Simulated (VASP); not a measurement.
# Si48C47 (a cell with a defect) in VASP: single point with PBEsol

Aim: the single point of Si48C47 (a cell with a defect) with PBEsol.

All numbers are computed with VASP 6.6.1; they aren't measurements. Logs are shortened: lines on timing, memory, paths and dates and some standing lists are left out, and cuts for length are marked.

## (1) The cell of the first run

The cell holds a defect, 95 atoms: a = 9.234 Å, b = 10.663 Å, c = 10.076 Å, α = 90.00°, β = 90.00°, γ = 90.00°.

## (2) Single point, PBEsol

INCAR

```
  ALGO = Normal
  EDIFF = 1E-6
  ENCUT = 520
  GGA = PS
  ISIF = 2
  ISMEAR = -1
  ISYM = 0
  LASPH = T
  LCHARG = F
  LREAL = Auto
  LWAVE = F
  NBANDS = 243
  NELM = 60
  PREC = Accurate
  SIGMA = 0.05
```

KPOINTS

```
Automatic mesh
0
Gamma
  1 1 1
  0.25 0.25 0.25
```

POSCAR

```
Si48C47
1.0
    9.2342040000      0.0000000000      0.0000000000
    0.0000000000     10.6627400000      0.0000000000
    0.0000000000      0.0000000000     10.0759470000
Si C
48 47
Direct
    0.9988600000      0.9981510000      0.5000520000
    0.3314510000      0.9979350000      0.5009690000
    0.1605490000      0.2477290000      0.5002700000
    0.9988380000      0.5000470000      0.4986030000
    0.6616590000      0.0037830000      0.5004370000
    0.4794260000      0.2581810000      0.5080400000
    0.3332710000      0.4808900000      0.5073240000
    0.1693240000      0.7442090000      0.5002590000
    0.8289380000      0.2506740000      0.4994770000
    0.6632290000      0.4987140000      0.4795300000
    0.5007930000      0.7476720000      0.4994330000
    0.8334910000      0.7516500000      0.4981680000
    0.9996180000      0.1668850000      0.2500940000
    0.3334240000      0.1685420000      0.2515750000
    0.1701220000      0.4167250000      0.2502260000
    0.0021620000      0.6674430000      0.2488410000
    0.6656700000      0.1695050000      0.2524890000
    0.5174950000      0.4257780000      0.2546300000
    0.3366020000      0.6653890000      0.2521320000
    0.1678300000      0.9167020000      0.2507890000
    0.8385510000      0.4175640000      0.2458160000
    0.6704820000      0.6700260000      0.2456200000
    0.5002500000      0.9174190000      0.2501770000
    0.8339590000      0.9184590000      0.2495480000
    0.1651830000      0.0825740000      0.7506210000
    0.9977690000      0.3328620000      0.7496730000
    0.4982670000      0.0824440000      0.7527100000
    0.3303040000      0.3321610000      0.7547050000
    0.1646820000      0.5827040000      0.7512470000
    0.9997530000      0.8324280000      0.7491820000
    0.8320140000      0.0830920000      0.7497370000
    0.6635720000      0.3326710000      0.7478320000
    0.4979450000      0.5820800000      0.7477050000
    0.3327500000      0.8324250000      0.7500680000
    0.8302120000      0.5822530000      0.7427800000
    0.6657540000      0.8333690000      0.7492020000
    0.0001470000      0.9999850000      0.9998720000
    0.3331800000      0.0003510000      0.0010500000
    0.1655390000      0.2498740000      0.0012270000
    0.0004820000      0.5006220000      0.9978480000
    0.6666480000      0.0007790000      0.0011310000
    0.5000160000      0.2523520000      0.0028040000
    0.3357320000      0.4996540000      0.0019530000
    0.1678720000      0.7500140000      0.0005560000
    0.8326790000      0.2502170000      0.9990230000
    0.6693180000      0.5014820000      0.9950280000
    0.5004820000      0.7501960000      0.9989720000
    0.8343540000      0.7503530000      0.9971370000
    0.0012430000      0.0004700000      0.1874610000
    0.3340090000      0.0015340000      0.1882180000
    0.1666400000      0.2503820000      0.1881170000
    0.0046460000      0.5011250000      0.1852960000
    0.6669580000      0.0019390000      0.1888690000
    0.5013640000      0.2551360000      0.1928270000
    0.3399710000      0.4994280000      0.1917890000
    0.1699370000      0.7501250000      0.1883340000
    0.8334820000      0.2503240000      0.1864410000
    0.6768180000      0.5049500000      0.1790050000
    0.5012860000      0.7508570000      0.1864130000
    0.8368040000      0.7522780000      0.1848850000
    0.9986430000      0.9992100000      0.6873690000
    0.3319760000      0.9991140000      0.6884940000
    0.1642600000      0.2492090000      0.6881280000
    0.9984680000      0.4992490000      0.6856630000
    0.6646010000      0.0003820000      0.6877530000
    0.4957030000      0.2481390000      0.6931380000
    0.3297660000      0.4980670000      0.6924240000
    0.1663580000      0.7483870000      0.6874000000
    0.8310420000      0.2498670000      0.6868160000
    0.6597210000      0.4968400000      0.6754300000
    0.4994780000      0.7492020000      0.6867850000
    0.8320130000      0.7501050000      0.6851140000
    0.9949660000      0.1645760000      0.4381350000
    0.3260150000      0.1635510000      0.4387160000
    0.1623360000      0.4136660000      0.4374010000
    0.0001980000      0.6665010000      0.4369050000
    0.6559860000      0.1753270000      0.4403500000
    0.3388000000      0.6552530000      0.4400950000
    0.1665170000      0.9123460000      0.4389100000
    0.8350140000      0.4156330000      0.4335670000
    0.6684720000      0.6690000000      0.4334780000
    0.4980580000      0.9156270000      0.4382510000
    0.8303170000      0.9193130000      0.4375700000
    0.1665050000      0.0834730000      0.9384790000
    0.9995370000      0.3334980000      0.9376020000
    0.4997740000      0.0843870000      0.9412510000
    0.3321700000      0.3331400000      0.9416040000
    0.1680520000      0.5833360000      0.9394030000
    0.0013080000      0.8334120000      0.9371620000
    0.8332010000      0.0833940000      0.9378100000
    0.6663170000      0.3342450000      0.9364290000
    0.5010130000      0.5833470000      0.9361760000
    0.3338120000      0.8336570000      0.9379360000
    0.8343590000      0.5840410000      0.9314770000
    0.6670010000      0.8342040000      0.9374970000
```

Potentials or basis: VASP PAW PBE potentials, release 64 (Si, C).

Run with:

```sh
cat potpaw_PBE.64/Si/POTCAR potpaw_PBE.64/C/POTCAR > POTCAR
mpirun -np 1 vasp_std > vasp.out
```

OUTCAR:

```text
EDIFF = 1E-6
   ENCUT = 520
   GGA = PS
   ISIF = 2
   ISMEAR = -1
   ISYM = 0
   LASPH = T
   LREAL = Auto
   NELM = 60
   PREC = Accurate

 ion  position               nearest neighbor table
   1  0.999  0.998  0.500-  83 1.88  73 1.88  61 1.89  79 1.90  12 3.04   3 3.05  24 3.07  30 3.07
                             2 3.07  20 3.08  31 3.09  25 3.09  13 3.10   5 3.11   9 3.12   8 3.13
   2  0.331  0.998  0.501-  74 1.87  82 1.88  79 1.88  62 1.89   5 3.05  20 3.06  34 3.07   1 3.07
                            25 3.08  23 3.09   8 3.09  11 3.09   6 3.09   3 3.10  27 3.10  14 3.10
   3  0.161  0.248  0.500-  73 1.88  74 1.88  75 1.88  63 1.89   6 2.95   7 2.95  13 3.05   1 3.05
                             9 3.06  26 3.07  25 3.08   4 3.08  14 3.09   2 3.10  15 3.10  28 3.14
   4  0.999  0.500  0.499-  75 1.87  80 1.88  76 1.88  64 1.88  35 3.04   8 3.04  21 3.07   3 3.08
                            16 3.09  12 3.09   9 3.09  15 3.09  26 3.09   7 3.10  29 3.10  10 3.11
   5  0.662  0.004  0.500-  82 1.89  65 1.89  83 1.91  77 1.93   2 3.05   9 3.05  17 3.06  23 3.07
                            27 3.07  31 3.08  36 3.10  11 3.11   1 3.11  12 3.12  24 3.12
   6  0.479  0.258  0.508-  66 1.87  74 1.87  77 1.98   7 2.73   3 2.95  28 2.95  32 3.06  14 3.07
                            10 3.09   2 3.09  27 3.10  18 3.14
   7  0.333  0.481  0.507-  75 1.87  67 1.87  78 1.98   6 2.73  28 2.95   3 2.95  33 3.06  10 3.07
                            15 3.07   4 3.10  29 3.11  18 3.12
   8  0.169  0.744  0.500-  76 1.88  68 1.89  79 1.90  78 1.93   4 3.04  19 3.06  29 3.06  11 3.06
                            16 3.08  34 3.08   2 3.09  12 3.10  30 3.10  20 3.11   1 3.13
   9  0.829  0.251  0.499-  80 1.88  77 1.88  69 1.89  73 1.89  17 3.04   5 3.05  32 3.06  10 3.06
[... 124 lines left out ...]
  94  0.834  0.584  0.931-  46 1.87  48 1.89  40 1.90  35 1.90
  95  0.667  0.834  0.937-  48 1.88  47 1.88  41 1.89  36 1.90

IMPORTANT INFORMATION: All symmetrisations will be switched off!
NOSYMM: (Re-)initialisation of all symmetry stuff for point group C_1.

----------------------------------------------------------------------------------------

                                     Primitive cell

  volume of cell :     992.0971

  direct lattice vectors                    reciprocal lattice vectors
     9.234204000  0.000000000  0.000000000     0.108293037  0.000000000  0.000000000
     0.000000000 10.662740000  0.000000000     0.000000000  0.093784524  0.000000000
     0.000000000  0.000000000 10.075947000     0.000000000  0.000000000  0.099246254

  length of vectors
     9.234204000 10.662740000 10.075947000     0.108293037  0.093784524  0.099246254

  position of ions in fractional coordinates (direct lattice)
     0.998860000  0.998151000  0.500052000
     0.331451000  0.997935000  0.500969000
     0.160549000  0.247729000  0.500270000
     0.998838000  0.500047000  0.498603000
     0.661659000  0.003783000  0.500437000
     0.479426000  0.258181000  0.508040000
[... 87 lines left out ...]
     0.834359000  0.584041000  0.931477000
     0.667001000  0.834204000  0.937497000

  ion indices of the primitive-cell ions
   primitive index   ion index
                 1           1
                 2           2
                 3           3
                 4           4
                 5           5
                 6           6
[... 87 lines left out ...]
                94          94
                95          95

[... 33 lines left out ...]
   number of dos      NEDOS =    301   number of ions     NIONS =     95
   total plane-waves  NPLWV = 448000
   dimension x,y,z NGX =    70 NGY =   80 NGZ =   80
   dimension x,y,z NGXF=   140 NGYF=  160 NGZF=  160
   ions per type =              48  47
   NGX,Y,Z   is equivalent  to a cutoff of  12.60, 12.47, 13.20 a.u.
   NGXF,Y,Z  is equivalent  to a cutoff of  25.20, 24.95, 26.40 a.u.
 SYSTEM =  unknown system
   PREC   = accura    normal or accurate (medium, high low for compatibility)
   ISTART =      0    job   : 0-new  1-cont  2-samecut
   ICHARG =      2    charge: 1-file 2-atom 10-const
   ISPIN  =      1    spin polarized calculation?
   LNONCOLLINEAR =      F non collinear calculations
   LSORBIT =      F    spin-orbit coupling
   LASPH  =      T    aspherical Exc in radial PAW
   ENCUT  =  520.0 eV  38.22 Ry    6.18 a.u.  17.17 19.83 18.73*2*pi/ulx,y,z
   NELM   =     60;   NELMIN=  2; NELMDL= -5     # of ELM steps
   EDIFF  = 0.1E-05   stopping-criterion for ELM
   LREAL  =      T    real-space projection
   EDIFFG = 0.1E-04   stopping-criterion for IOM
   NSW    =      0    number of steps for IOM
   IBRION =     -1    ionic relax: 0-MD 1-quasi-New 2-CG
   NFREE  =      0    steps in history (QN), initial steepest desc. (CG)
   ISIF   =      2    stress and relaxation
   ISYM   =      0    0-nonsym 1-usesym 2-fastsym
   POTIM  = 0.5000    time-step for ionic-motion
   TEBEG  =    0.0;   TEEND  =   0.0 temperature during run
   PSTRESS=    0.0 pullay stress
   NELECT =     380.0000    total number of electrons
   NUPDOWN=      -1.0000    fix difference up-down
   EMIN   =  10.00;   EMAX   =-10.00  energy-range for DOS
   EFERMI =   0.00;   METHOD = LEGACY
   ISMEAR =    -1;   SIGMA  =   0.05  broadening in eV -4-tet -1-fermi 0-gaus
   EFERMI_NEDOS =   21; number of points for ismear=-14 and -15
   IALGO  =     38    algorithm
   IMIX   =      4    mixing-type and parameters
     AMIX     =   0.40;   BMIX     =  1.00
     AMIX_MAG =   1.60;   BMIX_MAG =  1.00
  volume/ion in A,a.u.               =      10.44        70.47
  Fermi-wavevector in a.u.,A,eV,Ry     =   1.188916  2.246726 19.232137  1.413522
  Thomas-Fermi vector in A             =   2.325035
   LORBIT       =      0    0 simple, 1 ext, 2 COOP (PROOUT), +10 PAW based schemes
   GGA     = PS    functional components
   LHFCALC =     F    Hartree Fock is set to
   AEXX    =    0.0000 exact exchange contribution
   IVDW    =     0    specifies the selected vdW correction
   LEPSILON=     F    determine dielectric tensor
   LRPA    =     F    only Hartree local field effects (RPA)
 non-spin polarized calculation
  energy-cutoff  :      520.00
  volume of cell :      992.10
 maximum number of plane-waves:     26706
 NGX is ok and might be reduce to    70
   NGX = 35   NGY = 39   NGZ = 37

 number of electron     380.0000010 magnetization

 Free energy of the ion-electron system (eV)
  ---------------------------------------------------
  ext. energy  EPLUGINS =         0.00000000
  ---------------------------------------------------
  free energy    TOTEN  =      -750.13176992 eV

  energy without entropy =     -750.13173451  energy(sigma->0) =     -750.13175221

 E-fermi :   9.5991     XC(G=0): -11.4770

 val. band max:        9.0515385413   @ k =   0.2500  -0.2500  -0.2500
 cond. band min:      10.1326604268   @ k =   0.2500  -0.2500  -0.2500
 fundamental gap:      1.0811218855
 Fermi energy:         9.5990742709

 k-point     1 :       0.2500    0.2500    0.2500
  band No.  band energies     occupation
      1      -7.1644      2.00000
      2      -6.6382      2.00000
      3      -6.5700      2.00000
      4      -6.4319      2.00000
      5      -6.0486      2.00000
      6      -5.9249      2.00000
[... 809 lines left out ...]
    201      11.6964      0.00000
    202      11.7381      0.00000
 [bands above 202 left out]

------------------------ aborting loop because EDIFF is reached ----------------------------------------

  FORCE on cell =-STRESS in cart. coord.  units (eV):
  Direction    XX          YY          ZZ          XY          YZ          ZX
  --------------------------------------------------------------------------------------
  -------------------------------------------------------------------------------------
  Total        1.2228162     -5.6476389      0.9034320      7.7893957     -5.5140158     -8.9550805
  in kB        1.9747750     -9.1205986      1.4589886     12.5794077     -8.9048054    -14.4619188
  external PRESSURE =      -1.8956117 kB  Pullay stress =       0.0000000 kB

 VOLUME and BASIS-vectors are now :
 -----------------------------------------------------------------------------
  energy-cutoff  :      520.00
  volume of cell :      992.10
      direct lattice vectors                 reciprocal lattice vectors
     9.234204000  0.000000000  0.000000000     0.108293037  0.000000000  0.000000000
     0.000000000 10.662740000  0.000000000     0.000000000  0.093784524  0.000000000
     0.000000000  0.000000000 10.075947000     0.000000000  0.000000000  0.099246254

 POSITION                                       TOTAL-FORCE (eV/Angst)
 -----------------------------------------------------------------------------------
      9.22368     10.64302      5.03850        -0.000630     -0.006893      0.005443
      3.06069     10.64072      5.04774         0.000401     -0.001290      0.012331
      1.48254      2.64147      5.04069         0.006310     -0.009598      0.003504
      9.22347      5.33187      5.02390         0.013029      0.008407      0.007337
      6.10989      0.04034      5.04238         0.008189     -0.012874      0.007792
      4.42712      2.75292      5.11898        -0.012900     -0.000193      0.004822
[... 87 lines left out ...]
      7.70464      6.22748      9.38551        -0.007957     -0.004898     -0.021937
      6.15922      8.89490      9.44617         0.005157      0.001113      0.000216
 -----------------------------------------------------------------------------------
    total drift:                                0.048305     -0.011657      0.015307

  FREE ENERGIE OF THE ION-ELECTRON SYSTEM (eV)
  ---------------------------------------------------
  free  energy   TOTEN  =      -750.1317699167 eV

  energy  without entropy=     -750.1317345085  energy(sigma->0) =     -750.13175221
```

Wall time 31 min (1 thread of AMD EPYC 7R43 (Zen 3), shared host); peak memory 1.1 GiB.

Results:

| Quantity | Value |
| --- | --- |
| Free energy | -750.1318 eV |
| Pressure | -0.2 GPa |
| Largest force | 0.078 eV/Å |
| Band gap on the k mesh | 1.08 eV |

Forces in eV/Å, atoms in the order of the input:
```
Si  -0.001 -0.007  0.005
Si   0.000 -0.001  0.012
Si   0.006 -0.010  0.004
Si   0.013  0.008  0.007
Si   0.008 -0.013  0.008
Si  -0.013  0.000  0.005
Si   0.019 -0.008  0.010
Si  -0.006 -0.008  0.011
Si   0.006 -0.018  0.018
Si   0.012  0.009  0.020
Si  -0.003  0.005  0.001
Si  -0.004 -0.017  0.000
Si   0.016 -0.005 -0.001
Si   0.018 -0.001 -0.007
Si   0.013 -0.009 -0.009
Si   0.009 -0.005  0.008
Si   0.003 -0.011 -0.007
Si   0.009 -0.004 -0.009
Si   0.011 -0.004 -0.007
Si   0.006  0.002 -0.002
Si   0.009  0.004  0.000
Si   0.014 -0.013  0.008
Si   0.004 -0.006 -0.001
Si   0.014 -0.006 -0.001
Si  -0.004 -0.008  0.003
Si  -0.015  0.006  0.000
Si  -0.007 -0.006  0.012
Si  -0.009 -0.014  0.006
Si   0.013  0.007  0.008
Si  -0.018 -0.007 -0.005
Si  -0.011 -0.003 -0.001
Si  -0.008 -0.004  0.004
Si  -0.003  0.006 -0.006
Si  -0.003 -0.004 -0.002
Si  -0.022 -0.008 -0.003
Si  -0.006 -0.010  0.003
Si   0.005  0.000 -0.003
Si   0.005  0.000 -0.007
Si   0.006  0.001 -0.003
Si   0.014 -0.013 -0.001
Si   0.001 -0.002 -0.008
Si   0.001  0.002  0.000
Si   0.020 -0.006  0.011
Si   0.006  0.005 -0.002
Si   0.003  0.001 -0.004
Si  -0.001 -0.007 -0.004
Si   0.004  0.001 -0.009
Si  -0.006  0.008 -0.009
C   -0.008  0.003 -0.001
C   -0.004 -0.003  0.004
C   -0.015 -0.001 -0.001
C   -0.008  0.006 -0.008
C   -0.004  0.016  0.003
C   -0.017 -0.015  0.002
C   -0.018  0.009  0.008
C   -0.014 -0.003  0.002
C   -0.012  0.004  0.013
C   -0.006  0.007  0.010
C   -0.010  0.002  0.005
C   -0.013  0.009  0.005
C    0.017 -0.003 -0.006
C    0.016 -0.003 -0.005
C    0.019  0.004 -0.014
C   -0.010 -0.012  0.010
C    0.007  0.012 -0.004
C    0.013  0.002 -0.004
C    0.008  0.012 -0.003
C    0.007 -0.002 -0.002
C    0.014  0.002 -0.006
C    0.027  0.000 -0.019
C    0.012 -0.006 -0.004
C    0.029  0.011  0.013
C   -0.020  0.021 -0.008
C   -0.015  0.014 -0.002
C   -0.011 -0.019 -0.013
C   -0.020  0.001 -0.002
C   -0.003 -0.001 -0.009
C   -0.007  0.024 -0.012
C   -0.005  0.043 -0.020
C   -0.043  0.064  0.014
C   -0.009  0.007 -0.012
C   -0.004 -0.002 -0.001
C   -0.016 -0.021 -0.008
C    0.001  0.006  0.003
C    0.000 -0.001  0.007
C    0.001 -0.019 -0.020
C    0.006  0.001  0.003
C   -0.013 -0.003  0.011
C    0.002 -0.003  0.008
C   -0.003  0.003  0.005
C   -0.003  0.006  0.004
C    0.006 -0.002  0.014
C   -0.001  0.006  0.006
C   -0.008 -0.005 -0.022
C    0.005  0.001  0.000
```

Caveat: the PAW data sets were made with another functional, which shifts forces and pressure a little.
